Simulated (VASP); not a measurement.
# BeTe (F-43m) in VASP: notebook

Runs on BeTe. Level: PBEsol. Tasks: single point.

Everything below comes from runs of VASP 6.6.1. Logs are shortened: lines on timing, memory, paths and dates and some standing lists are left out, and cuts for length are marked.

## (1) The cell of the first run

It takes space group F-43m (No. 216, cubic). The conventional cell has a = 5.568 Å, b = 5.568 Å, c = 5.568 Å, α = 90.00°, β = 90.00°, γ = 90.00°. Within 3.2 Å of Be (site symmetry -43m) lie 4 Te at 2.41 Å. Te (site symmetry -43m) has 4 Be at 2.41 Å within 3.2 Å.

## (2) Single point, PBEsol

Contents of INCAR:

```
SYSTEM = BeTe
PREC = Accurate
ENCUT = 520
EDIFF = 1E-6
ISMEAR = -1
SIGMA = 0.01
LREAL = .False.
LASPH = .True.
NELM = 60
ALGO = Normal
ISIF = 2
LWAVE = .False.
LCHARG = .False.
GGA = PS
NBANDS = 11
```

Contents of KPOINTS:

```
Automatic mesh
0
Gamma
  7 7 7
  0 0 0
```

Contents of POSCAR:

```
BeTe
1.0
    0.0000000000      2.7837668501      2.7837668501
    2.7837668501      0.0000000000      2.7837668501
    2.7837668501      2.7837668501      0.0000000000
Be Te
1 1
Direct
    0.0000000000      0.0000000000      0.0000000000
    0.2500000000      0.2500000000      0.2500000000
```

Potentials or basis: VASP PAW PBE potentials, release 64 (Be, Te).

Launch:

```console
$ cat potpaw_PBE.64/Be/POTCAR potpaw_PBE.64/Te/POTCAR > POTCAR
$ mpirun -np 1 vasp_std > vasp.out
```

OUTCAR:

```text
SYSTEM = BeTe
   PREC = Accurate
   ENCUT = 520
   EDIFF = 1E-6
   ISMEAR = -1
   LREAL = .False.
   LASPH = .True.
   NELM = 60
   ISIF = 2
   GGA = PS

 ion  position               nearest neighbor table
   1  0.000  0.000  0.000-   2 2.41   2 2.41   2 2.41   2 2.41
   2  0.250  0.250  0.250-   1 2.41   1 2.41   1 2.41   1 2.41

  LATTYP: Found a face centered cubic cell.
 ALAT       =     5.5675337002

  Lattice vectors:

 A1 = (   0.0000000000,   2.7837668501,   2.7837668501)
 A2 = (   2.7837668501,   0.0000000000,   2.7837668501)
 A3 = (   2.7837668501,   2.7837668501,   0.0000000000)

Analysis of symmetry for initial positions (statically):
=====================================================================
 Subroutine PRICEL returns:
 Original cell was already a primitive cell.

 Routine SETGRP: Setting up the symmetry group for a
 face centered cubic supercell.

 Subroutine GETGRP returns: Found 24 space group operations
 (whereof 24 operations were pure point group operations)
 out of a pool of 48 trial point group operations.

The static configuration has the point symmetry T_d .

Analysis of symmetry for dynamics (positions and initial velocities):
=====================================================================
 Subroutine PRICEL returns:
 Original cell was already a primitive cell.

 Routine SETGRP: Setting up the symmetry group for a
 face centered cubic supercell.

 Subroutine GETGRP returns: Found 24 space group operations
 (whereof 24 operations were pure point group operations)
 out of a pool of 48 trial point group operations.

The dynamic configuration has the point symmetry T_d .

 Subroutine INISYM returns: Found 24 space group operations
 (whereof 24 operations are pure point group operations),
 and found     1 'primitive' translations

----------------------------------------------------------------------------------------

                                     Primitive cell

  volume of cell :      43.1448

  direct lattice vectors                    reciprocal lattice vectors
     0.000000000  2.783766850  2.783766850    -0.179612743  0.179612743  0.179612743
     2.783766850  0.000000000  2.783766850     0.179612743 -0.179612743  0.179612743
     2.783766850  2.783766850  0.000000000     0.179612743  0.179612743 -0.179612743

  length of vectors
     3.936840834  3.936840834  3.936840834     0.311098397  0.311098397  0.311098397

  position of ions in fractional coordinates (direct lattice)
     0.000000000  0.000000000  0.000000000
     0.250000000  0.250000000  0.250000000

  ion indices of the primitive-cell ions
   primitive index   ion index
                 1           1
                 2           2

----------------------------------------------------------------------------------------

 KPOINTS: Automatic mesh

Automatic generation of k-mesh.
 Grid dimensions read from file:
 generate k-points for:    7    7    7

 Generating k-lattice:

  Cartesian coordinates                     Fractional coordinates (reciprocal lattice)
    -0.025658963  0.025658963  0.025658963     0.142857143  0.000000000  0.000000000
     0.025658963 -0.025658963  0.025658963     0.000000000  0.142857143  0.000000000
     0.025658963  0.025658963 -0.025658963     0.000000000  0.000000000  0.142857143

  Length of vectors
     0.044442628  0.044442628  0.044442628

  Shift w.r.t. Gamma in fractional coordinates (k-lattice)
     0.000000000  0.000000000  0.000000000

 Subroutine IBZKPT returns following result:
 ===========================================

 Found     20 irreducible k-points:

 Following reciprocal coordinates:
            Coordinates               Weight
  0.000000  0.000000  0.000000      1.000000
  0.142857  0.000000  0.000000      8.000000
  0.285714  0.000000  0.000000      8.000000
  0.428571  0.000000  0.000000      8.000000
  0.142857  0.142857  0.000000      6.000000
  0.285714  0.142857  0.000000     24.000000
[... 12 lines left out ...]
 -0.428571  0.428571  0.142857     24.000000
 -0.285714  0.428571  0.142857     24.000000
   k-points           NKPTS =     20   k-points in BZ     NKDIM =     20   number of bands    NBANDS=     11
   number of dos      NEDOS =    301   number of ions     NIONS =      2
   total plane-waves  NPLWV =  27000
   dimension x,y,z NGX =    30 NGY =   30 NGZ =   30
   dimension x,y,z NGXF=    60 NGYF=   60 NGZF=   60
   ions per type =               1   1
   NGX,Y,Z   is equivalent  to a cutoff of  12.67, 12.67, 12.67 a.u.
   NGXF,Y,Z  is equivalent  to a cutoff of  25.34, 25.34, 25.34 a.u.
 SYSTEM =  BeTe
   PREC   = accura    normal or accurate (medium, high low for compatibility)
   ISTART =      0    job   : 0-new  1-cont  2-samecut
   ICHARG =      2    charge: 1-file 2-atom 10-const
   ISPIN  =      1    spin polarized calculation?
   LNONCOLLINEAR =      F non collinear calculations
   LSORBIT =      F    spin-orbit coupling
   LASPH  =      T    aspherical Exc in radial PAW
   ENCUT  =  520.0 eV  38.22 Ry    6.18 a.u.   7.32  7.32  7.32*2*pi/ulx,y,z
   NELM   =     60;   NELMIN=  2; NELMDL= -5     # of ELM steps
   EDIFF  = 0.1E-05   stopping-criterion for ELM
   LREAL  =      F    real-space projection
   EDIFFG = 0.1E-04   stopping-criterion for IOM
   NSW    =      0    number of steps for IOM
   IBRION =     -1    ionic relax: 0-MD 1-quasi-New 2-CG
   NFREE  =      0    steps in history (QN), initial steepest desc. (CG)
   ISIF   =      2    stress and relaxation
   ISYM   =      2    0-nonsym 1-usesym 2-fastsym
   POTIM  = 0.5000    time-step for ionic-motion
   TEBEG  =    0.0;   TEEND  =   0.0 temperature during run
   PSTRESS=    0.0 pullay stress
   NELECT =       8.0000    total number of electrons
   NUPDOWN=      -1.0000    fix difference up-down
   EMIN   =  10.00;   EMAX   =-10.00  energy-range for DOS
   EFERMI =   0.00;   METHOD = LEGACY
   ISMEAR =    -1;   SIGMA  =   0.01  broadening in eV -4-tet -1-fermi 0-gaus
   EFERMI_NEDOS =   21; number of points for ismear=-14 and -15
   IALGO  =     38    algorithm
   IMIX   =      4    mixing-type and parameters
     AMIX     =   0.40;   BMIX     =  1.00
     AMIX_MAG =   1.60;   BMIX_MAG =  1.00
  volume/ion in A,a.u.               =      21.57       145.58
  Fermi-wavevector in a.u.,A,eV,Ry     =   0.933531  1.764117 11.857201  0.871480
  Thomas-Fermi vector in A             =   2.060242
   LORBIT       =      0    0 simple, 1 ext, 2 COOP (PROOUT), +10 PAW based schemes
   GGA     = PS    functional components
   LHFCALC =     F    Hartree Fock is set to
   AEXX    =    0.0000 exact exchange contribution
   IVDW    =     0    specifies the selected vdW correction
   LEPSILON=     F    determine dielectric tensor
   LRPA    =     F    only Hartree local field effects (RPA)
 non-spin polarized calculation
  energy-cutoff  :      520.00
  volume of cell :       43.14
 maximum number of plane-waves:      1211
 NGX is ok and might be reduce to    30
   NGX = 15   NGY = 15   NGZ = 15

 number of electron       7.9999999 magnetization

 Free energy of the ion-electron system (eV)
  ---------------------------------------------------
  ext. energy  EPLUGINS =         0.00000000
  ---------------------------------------------------
  free energy    TOTEN  =        -8.20947577 eV

  energy without entropy =       -8.20947577  energy(sigma->0) =       -8.20947577

 E-fermi :   5.6460     XC(G=0):  -9.3387

 val. band max:        5.3965257451   @ k =   0.0000   0.0000   0.0000
 cond. band min:       7.2334303626   @ k =   0.4286   0.4286   0.0000
 fundamental gap:      1.8369046175
 Fermi energy:         5.6459643228

 k-point     1 :       0.0000    0.0000    0.0000
  band No.  band energies     occupation
      1      -7.1695      2.00000
      2       5.3965      2.00000
      3       5.3965      2.00000
      4       5.3965      2.00000
      5       8.9648      0.00000
      6       8.9648      0.00000
      7       8.9648      0.00000
      8       9.3806      0.00000
      9      13.6393      0.00000
     10      15.7118      0.00000
     11      15.7118      0.00000

 k-point     2 :       0.1429    0.0000    0.0000
  band No.  band energies     occupation
      1      -6.9673      2.00000
      2       3.7210      2.00000
      3       5.0812      2.00000
      4       5.0812      2.00000
      5       8.9237      0.00000
      6       9.4149      0.00000
      7       9.4149      0.00000
      8      10.9518      0.00000
      9      14.1444      0.00000
     10      14.5724      0.00000
     11      14.5724      0.00000

 k-point     3 :       0.2857    0.0000    0.0000
  band No.  band energies     occupation
      1      -6.4247      2.00000
      2       1.3885      2.00000
      3       4.5619      2.00000
      4       4.5619      2.00000
      5       8.6892      0.00000
      6       9.9436      0.00000
      7       9.9436      0.00000
      8      12.8960      0.00000
      9      14.4588      0.00000
     10      14.5927      0.00000
     11      14.5927      0.00000

 k-point     4 :       0.4286    0.0000    0.0000
  band No.  band energies     occupation
      1      -5.8373      2.00000
      2      -0.1743      2.00000
      3       4.2446      2.00000
      4       4.2446      2.00000
      5       8.5425      0.00000
      6       9.9543      0.00000
      7       9.9543      0.00000
      8      13.0828      0.00000
      9      15.9004      0.00000
     10      16.2629      0.00000
     11      16.2629      0.00000
[... 183 lines left out ...]
 k-point    18 :      -0.4286    0.2857    0.1429
  band No.  band energies     occupation
      1      -5.4957      2.00000
      2       0.3290      2.00000
      3       2.1011      2.00000
      4       3.2397      2.00000
      5       9.5484      0.00000
      6      10.0281      0.00000
      7      11.7492      0.00000
      8      12.9803      0.00000
      9      14.5171      0.00000
     10      16.5004      0.00000
     11      17.8525      0.00000

 k-point    19 :      -0.4286    0.4286    0.1429
  band No.  band energies     occupation
      1      -5.3009      2.00000
      2       0.4633      2.00000
      3       2.0299      2.00000
      4       2.4228      2.00000
      5       8.6225      0.00000
      6       9.3546      0.00000
      7      12.4327      0.00000
      8      14.2828      0.00000
      9      15.8771      0.00000
     10      17.4061      0.00000
     11      18.5453      0.00000

 k-point    20 :      -0.2857    0.4286    0.1429
  band No.  band energies     occupation
      1      -5.2175      2.00000
      2       0.6036      2.00000
      3       1.2935      2.00000
      4       2.5283      2.00000
      5       9.2671      0.00000
      6      11.3249      0.00000
      7      11.7052      0.00000
      8      12.2738      0.00000
      9      15.3578      0.00000
     10      16.8427      0.00000
     11      18.6389      0.00000

------------------------ aborting loop because EDIFF is reached ----------------------------------------

  FORCE on cell =-STRESS in cart. coord.  units (eV):
  Direction    XX          YY          ZZ          XY          YZ          ZX
  --------------------------------------------------------------------------------------
  -------------------------------------------------------------------------------------
  Total        0.4163771      0.4163771      0.4163771     -0.0000000      0.0000000      0.0000000
  in kB       15.4621114     15.4621114     15.4621114     -0.0000000      0.0000000      0.0000000
  external PRESSURE =      15.4621114 kB  Pullay stress =       0.0000000 kB

 VOLUME and BASIS-vectors are now :
 -----------------------------------------------------------------------------
  energy-cutoff  :      520.00
  volume of cell :       43.14
      direct lattice vectors                 reciprocal lattice vectors
     0.000000000  2.783766850  2.783766850    -0.179612743  0.179612743  0.179612743
     2.783766850  0.000000000  2.783766850     0.179612743 -0.179612743  0.179612743
     2.783766850  2.783766850  0.000000000     0.179612743  0.179612743 -0.179612743

 POSITION                                       TOTAL-FORCE (eV/Angst)
 -----------------------------------------------------------------------------------
      0.00000      0.00000      0.00000         0.000000      0.000000      0.000000
      1.39188      1.39188      1.39188        -0.000000     -0.000000     -0.000000
 -----------------------------------------------------------------------------------
    total drift:                                0.000000      0.000000      0.000000

  FREE ENERGIE OF THE ION-ELECTRON SYSTEM (eV)
  ---------------------------------------------------
  free  energy   TOTEN  =        -8.2094757689 eV

  energy  without entropy=       -8.2094757689  energy(sigma->0) =       -8.20947577
```

Run time: 8.8 s. Hardware: 1 thread of AMD EPYC 7R43 (Zen 3), shared host; peak memory 0.13 GiB.

Results:

```
Free energy            : -8.2095 eV
Pressure               : 1.5 GPa
Band gap on the k mesh : 1.84 eV, indirect (least direct gap 3.57 eV)
```

Caveat: the PAW data sets were made with another functional, which shifts forces and pressure a little; spin-orbit coupling is left out, which moves the levels of the heavy elements. A k mesh can miss the band edges.

(Continued in part 2 of 2.)
